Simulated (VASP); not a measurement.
# TiAl3 (I4/mmm) in VASP: single point with PBE

Aim: the single point of TiAl3 with PBE.

Program: VASP 6.6.1. These are calculated values, not measurements. Logs are shortened: lines on timing, memory, paths and dates and some standing lists are left out, and cuts for length are marked.

**1. The cell of the first run**

The structure is tetragonal, space group I4/mmm (No. 139). Conventional cell: a = 3.845 Å, b = 3.845 Å, c = 8.623 Å, α = 90.00°, β = 90.00°, γ = 90.00°. Within 3.6 Å of Ti (site symmetry 4/mmm) lie 12 Al at 2.72 to 2.89 Å. Al (site symmetry 4/mmm) has 4 Ti at 2.72 Å and 8 Al at 2.89 Å within 3.6 Å. Al (site symmetry -4m2) has 8 Al at 2.72 to 2.89 Å and 4 Ti at 2.89 Å within 3.6 Å.

**2. Single point, PBE**

The input, INCAR:

```
SYSTEM = TiAl3
PREC = Accurate
ENCUT = 500
EDIFF = 1E-6
ISMEAR = 0
SIGMA = 0.1
LREAL = .FALSE.
LASPH = .TRUE.
NELM = 120
ALGO = Normal
ISIF = 2
LWAVE = .FALSE.
LCHARG = .FALSE.
GGA = PE
NBANDS = 56
GGA_COMPAT = .FALSE.
```

The input, KPOINTS:

```
regular mesh
0
G
  8 8 4
  0 0 0
```

The input, POSCAR:

```
TiAl3
1.0
    3.8453468585     -3.8453468585      0.0000000000
   -3.8453468585     -3.8453468585      0.0000000000
    0.0000000000      0.0000000000     -8.6228095935
Ti Al
4 12
Direct
    0.5000000000      0.5000000000      0.0000000000
    0.0000000000      0.5000000000      0.5000000000
    0.0000000000      1.0000000000      1.0000000000
    0.5000000000      1.0000000000      0.5000000000
    0.0000000000      0.5000000000      0.0000000000
    0.5000000000      0.5000000000      0.5000000000
    0.5000000000      1.0000000000      0.0000000000
    0.0000000000      1.0000000000      0.5000000000
    0.7500000000      0.2500000000      0.2500000000
    0.2500000000      0.2500000000      0.7500000000
    0.2500000000      0.7500000000      0.2500000000
    0.7500000000      0.7500000000      0.7500000000
    0.2500000000      0.2500000000      0.2500000000
    0.7500000000      0.2500000000      0.7500000000
    0.7500000000      0.7500000000      0.2500000000
    0.2500000000      0.7500000000      0.7500000000
```

Potentials or basis: VASP PAW PBE potentials, release 64 (Ti_sv, Al).

Launch:

```
$ cat potpaw_PBE.64/Ti_sv/POTCAR potpaw_PBE.64/Al/POTCAR > POTCAR
$ mpirun -np 1 vasp_std > vasp.out
```

OUTCAR:

```text
SYSTEM = TiAl3
   PREC = Accurate
   ENCUT = 500
   EDIFF = 1E-6
   ISMEAR = 0
   LREAL = .FALSE.
   LASPH = .TRUE.
   NELM = 120
   ISIF = 2
   GGA = PE

 ion  position               nearest neighbor table
   1  0.500  0.500  0.000-   5 2.72   7 2.72   7 2.72   5 2.72  11 2.89  12 2.89  13 2.89  14 2.89
                            15 2.89  16 2.89   9 2.89  10 2.89
   2  0.000  0.500  0.500-   6 2.72   8 2.72   8 2.72   6 2.72  11 2.89  12 2.89  13 2.89  14 2.89
                            15 2.89  16 2.89   9 2.89  10 2.89
   3  0.000  0.000  0.000-   5 2.72   7 2.72   5 2.72   7 2.72  11 2.89  12 2.89  13 2.89  14 2.89
                            15 2.89  16 2.89   9 2.89  10 2.89
   4  0.500  0.000  0.500-   6 2.72   8 2.72   6 2.72   8 2.72  11 2.89  12 2.89  13 2.89  14 2.89
                            15 2.89  16 2.89   9 2.89  10 2.89
   5  0.000  0.500  0.000-   1 2.72   3 2.72   3 2.72   1 2.72  11 2.89  12 2.89  13 2.89  14 2.89
                            15 2.89  16 2.89   9 2.89  10 2.89
   6  0.500  0.500  0.500-   2 2.72   4 2.72   4 2.72   2 2.72  11 2.89  12 2.89  13 2.89  14 2.89
                            15 2.89  16 2.89   9 2.89  10 2.89
   7  0.500  0.000  0.000-   1 2.72   3 2.72   1 2.72   3 2.72  11 2.89  12 2.89  13 2.89  14 2.89
                            15 2.89  16 2.89   9 2.89  10 2.89
   8  0.000  0.000  0.500-   2 2.72   4 2.72   2 2.72   4 2.72  11 2.89  12 2.89  13 2.89  14 2.89
                            15 2.89  16 2.89   9 2.89  10 2.89
   9  0.750  0.250  0.250-  13 2.72  15 2.72  15 2.72  13 2.72   5 2.89   6 2.89   7 2.89   8 2.89
                             1 2.89   2 2.89   3 2.89   4 2.89
  10  0.250  0.250  0.750-  14 2.72  16 2.72  16 2.72  14 2.72   5 2.89   6 2.89   7 2.89   8 2.89
                             1 2.89   2 2.89   3 2.89   4 2.89
  11  0.250  0.750  0.250-  13 2.72  15 2.72  13 2.72  15 2.72   5 2.89   6 2.89   7 2.89   8 2.89
                             1 2.89   2 2.89   3 2.89   4 2.89
  12  0.750  0.750  0.750-  14 2.72  16 2.72  14 2.72  16 2.72   5 2.89   6 2.89   7 2.89   8 2.89
                             1 2.89   2 2.89   3 2.89   4 2.89
  13  0.250  0.250  0.250-   9 2.72  11 2.72  11 2.72   9 2.72   5 2.89   6 2.89   7 2.89   8 2.89
                             1 2.89   2 2.89   3 2.89   4 2.89
  14  0.750  0.250  0.750-  10 2.72  12 2.72  12 2.72  10 2.72   5 2.89   6 2.89   7 2.89   8 2.89
                             1 2.89   2 2.89   3 2.89   4 2.89
  15  0.750  0.750  0.250-   9 2.72  11 2.72   9 2.72  11 2.72   5 2.89   6 2.89   7 2.89   8 2.89
                             1 2.89   2 2.89   3 2.89   4 2.89
  16  0.250  0.750  0.750-  10 2.72  12 2.72  10 2.72  12 2.72   5 2.89   6 2.89   7 2.89   8 2.89
                             1 2.89   2 2.89   3 2.89   4 2.89

  LATTYP: Found a simple tetragonal cell.
 ALAT       =     5.4381416793
 C/A-ratio  =     1.5856169445

  Lattice vectors:

 A1 = (   3.8453468585,  -3.8453468585,   0.0000000000)
 A2 = (  -3.8453468585,  -3.8453468585,   0.0000000000)
 A3 = (   0.0000000000,   0.0000000000,  -8.6228095935)

Analysis of symmetry for initial positions (statically):
=====================================================================
 Subroutine PRICEL returns following result:

  LATTYP: Found a body centered tetragonal cell.
 ALAT       =     3.8453468585
 C/A-ratio  =     2.2424009877

  Lattice vectors:

 A1 = (   1.9226734293,   1.9226734293,   4.3114047968)
 A2 = (  -1.9226734293,  -1.9226734293,   4.3114047968)
 A3 = (   1.9226734293,  -1.9226734293,  -4.3114047968)

   4 primitive cells build up your supercell.

 Routine SETGRP: Setting up the symmetry group for a
 simple tetragonal supercell.

 Subroutine GETGRP returns: Found 16 space group operations
 (whereof 16 operations were pure point group operations)
 out of a pool of 16 trial point group operations.

The static configuration has the point symmetry D_4h.

Analysis of symmetry for dynamics (positions and initial velocities):
=====================================================================
 Subroutine PRICEL returns following result:

  LATTYP: Found a body centered tetragonal cell.
 ALAT       =     3.8453468585
 C/A-ratio  =     2.2424009877

  Lattice vectors:

 A1 = (   1.9226734293,   1.9226734293,   4.3114047968)
 A2 = (  -1.9226734293,  -1.9226734293,   4.3114047968)
 A3 = (   1.9226734293,  -1.9226734293,  -4.3114047968)

   4 primitive cells build up your supercell.

 Routine SETGRP: Setting up the symmetry group for a
 simple tetragonal supercell.

[... 32 lines left out ...]
                 1           1
                 2           5
                 3           9
                 4          13

----------------------------------------------------------------------------------------

 KPOINTS: regular mesh

Automatic generation of k-mesh.
 Grid dimensions read from file:
 generate k-points for:    8    8    4

 Generating k-lattice:

  Cartesian coordinates                     Fractional coordinates (reciprocal lattice)
     0.016253410 -0.016253410  0.000000000     0.125000000  0.000000000  0.000000000
    -0.016253410 -0.016253410  0.000000000     0.000000000  0.125000000  0.000000000
     0.000000000  0.000000000 -0.028992870     0.000000000  0.000000000  0.250000000

  Length of vectors
     0.022985793  0.022985793  0.028992870

  Shift w.r.t. Gamma in fractional coordinates (k-lattice)
     0.000000000  0.000000000  0.000000000

 Subroutine IBZKPT returns following result:
 ===========================================

 Found     45 irreducible k-points:

 Following reciprocal coordinates:
            Coordinates               Weight
  0.000000  0.000000  0.000000      1.000000
  0.125000  0.000000  0.000000      4.000000
  0.250000  0.000000  0.000000      4.000000
  0.375000  0.000000  0.000000      4.000000
  0.500000  0.000000  0.000000      2.000000
  0.125000  0.125000  0.000000      4.000000
[... 16 lines left out ...]
  0.375000  0.125000  0.250000     16.000000
  0.500000  0.125000  0.250000      8.000000
 [... further k-points ...]
   k-points           NKPTS =     45   k-points in BZ     NKDIM =     45   number of bands    NBANDS=     56
   number of dos      NEDOS =    301   number of ions     NIONS =     16
   total plane-waves  NPLWV = 102400
   dimension x,y,z NGX =    40 NGY =   40 NGZ =   64
   dimension x,y,z NGXF=    80 NGYF=   80 NGZF=  128
   ions per type =               4  12
   NGX,Y,Z   is equivalent  to a cutoff of  12.23, 12.23, 12.34 a.u.
   NGXF,Y,Z  is equivalent  to a cutoff of  24.46, 24.46, 24.68 a.u.
 SYSTEM =  TiAl3
   PREC   = accura    normal or accurate (medium, high low for compatibility)
   ISTART =      0    job   : 0-new  1-cont  2-samecut
   ICHARG =      2    charge: 1-file 2-atom 10-const
   ISPIN  =      1    spin polarized calculation?
   LNONCOLLINEAR =      F non collinear calculations
   LSORBIT =      F    spin-orbit coupling
   LASPH  =      T    aspherical Exc in radial PAW
   ENCUT  =  500.0 eV  36.75 Ry    6.06 a.u.   9.91  9.91 15.72*2*pi/ulx,y,z
   NELM   =    120;   NELMIN=  2; NELMDL= -5     # of ELM steps
   EDIFF  = 0.1E-05   stopping-criterion for ELM
   LREAL  =      F    real-space projection
[... 7 lines left out ...]
   TEBEG  =    0.0;   TEEND  =   0.0 temperature during run
   PSTRESS=    0.0 pullay stress
   NELECT =      84.0000    total number of electrons
   NUPDOWN=      -1.0000    fix difference up-down
   EMIN   =  10.00;   EMAX   =-10.00  energy-range for DOS
   EFERMI =   0.00;   METHOD = LEGACY
   ISMEAR =     0;   SIGMA  =   0.10  broadening in eV -4-tet -1-fermi 0-gaus
   EFERMI_NEDOS =   21; number of points for ismear=-14 and -15
   IALGO  =     38    algorithm
   IMIX   =      4    mixing-type and parameters
     AMIX     =   0.40;   BMIX     =  1.00
     AMIX_MAG =   1.60;   BMIX_MAG =  1.00
  volume/ion in A,a.u.               =      15.94       107.55
  Fermi-wavevector in a.u.,A,eV,Ry     =   1.130623  2.136568 17.392455  1.278309
  Thomas-Fermi vector in A             =   2.267320
   LORBIT       =      0    0 simple, 1 ext, 2 COOP (PROOUT), +10 PAW based schemes
   GGA     = PE    functional components
   LHFCALC =     F    Hartree Fock is set to
   AEXX    =    0.0000 exact exchange contribution
   IVDW    =     0    specifies the selected vdW correction
   LEPSILON=     F    determine dielectric tensor
   LRPA    =     F    only Hartree local field effects (RPA)
 non-spin polarized calculation
 Gauss-broadening in eV      SIGMA  =   0.10
  energy-cutoff  :      500.00
  volume of cell :      255.01
 maximum number of plane-waves:      6506
 NGX is ok and might be reduce to    40
   NGX = 19   NGY = 19   NGZ = 31

 number of electron      84.0000023 magnetization

 Free energy of the ion-electron system (eV)
  ---------------------------------------------------
  ext. energy  EPLUGINS =         0.00000000
  ---------------------------------------------------
  free energy    TOTEN  =       -82.66592179 eV

  energy without entropy =      -82.63294790  energy(sigma->0) =      -82.64943485

 E-fermi :   8.1469     XC(G=0): -10.7175

 val. band max:        8.1467123162   @ k =   0.3750   0.1250   0.2500
 cond. band min:       8.1535487882   @ k =   0.3750   0.1250   0.0000
 fundamental gap:      0.0068364720
 Fermi energy:         8.1469045618

 k-point     1 :       0.0000    0.0000    0.0000
  band No.  band energies     occupation
      1     -48.3351      2.00000
      2     -48.3350      2.00000
      3     -48.3328      2.00000
      4     -48.3328      2.00000
      5     -24.6689      2.00000
      6     -24.6689      2.00000
[... 1357 lines left out ...]
     53      10.6586      0.00000
     54      10.6586      0.00000

 [... further k-points ...]

 [bands above 54 left out]

------------------------ aborting loop because EDIFF is reached ----------------------------------------

  FORCE on cell =-STRESS in cart. coord.  units (eV):
  Direction    XX          YY          ZZ          XY          YZ          ZX
  --------------------------------------------------------------------------------------
  -------------------------------------------------------------------------------------
  Total        0.0844374      0.0844374     -0.0590874      0.0000000      0.0000000      0.0000000
  in kB        0.5305126      0.5305126     -0.3712406      0.0000000      0.0000000      0.0000000
  external PRESSURE =       0.2299282 kB  Pullay stress =       0.0000000 kB

 VOLUME and BASIS-vectors are now :
 -----------------------------------------------------------------------------
  energy-cutoff  :      500.00
  volume of cell :      255.01
      direct lattice vectors                 reciprocal lattice vectors
     3.845346859 -3.845346859  0.000000000     0.130027282 -0.130027282  0.000000000
    -3.845346859 -3.845346859  0.000000000    -0.130027282 -0.130027282  0.000000000
     0.000000000  0.000000000 -8.622809593     0.000000000  0.000000000 -0.115971481

 POSITION                                       TOTAL-FORCE (eV/Angst)
 -----------------------------------------------------------------------------------
      0.00000     -3.84535      0.00000         0.000000      0.000000     -0.000000
     -1.92267     -1.92267     -4.31140         0.000000      0.000000     -0.000000
      0.00000      0.00000      0.00000         0.000000      0.000000      0.000000
      1.92267     -1.92267     -4.31140         0.000000      0.000000      0.000000
     -1.92267     -1.92267      0.00000         0.000000     -0.000000      0.000000
      0.00000     -3.84535     -4.31140         0.000000      0.000000     -0.000000
[... 8 lines left out ...]
      0.00000     -5.76802     -2.15570        -0.000000     -0.000000      0.000000
     -1.92267     -3.84535     -6.46711        -0.000000      0.000000     -0.000000
 -----------------------------------------------------------------------------------
    total drift:                                0.000000      0.000000      0.000000

  FREE ENERGIE OF THE ION-ELECTRON SYSTEM (eV)
  ---------------------------------------------------
  free  energy   TOTEN  =       -82.6659217911 eV

  energy  without entropy=      -82.6329478995  energy(sigma->0) =      -82.64943485
```

Wall time 15 min (1 thread of Oxide Virtual Turin-like, shared host); peak memory 0.56 GiB.

What came out:

| Property | Result |
| --- | --- |
| Free energy | -82.6659 eV |
| Pressure | 0.0 GPa |
| Band gap on the k mesh | zero (bands 42 and 43 overlap by 0.75 eV) |

Levels at points of the mesh, in eV from the Fermi level:
| k point | band 40 | band 41 | band 42 | band 43 | band 44 | band 45 |
| --- | --- | --- | --- | --- | --- | --- |
| (0.00, 0.00, 0.00) | -0.90 | -0.90 | -0.20 | 0.72 | 0.72 | 0.84 |
| (0.50, 0.00, 0.00) | -0.24 | -0.23 | -0.23 | 0.33 | 0.33 | 1.03 |
| (0.50, 0.50, 0.00) | -0.97 | 0.27 | 0.27 | 0.27 | 0.27 | 1.80 |
| (0.00, 0.00, 0.50) | -1.07 | -0.22 | -0.22 | 0.87 | 0.87 | 0.90 |
| (0.50, 0.00, 0.50) | -0.91 | -0.22 | -0.22 | -0.22 | -0.22 | 1.65 |
| (0.50, 0.50, 0.50) | -0.23 | 0.52 | 0.52 | 0.52 | 0.52 | 1.80 |
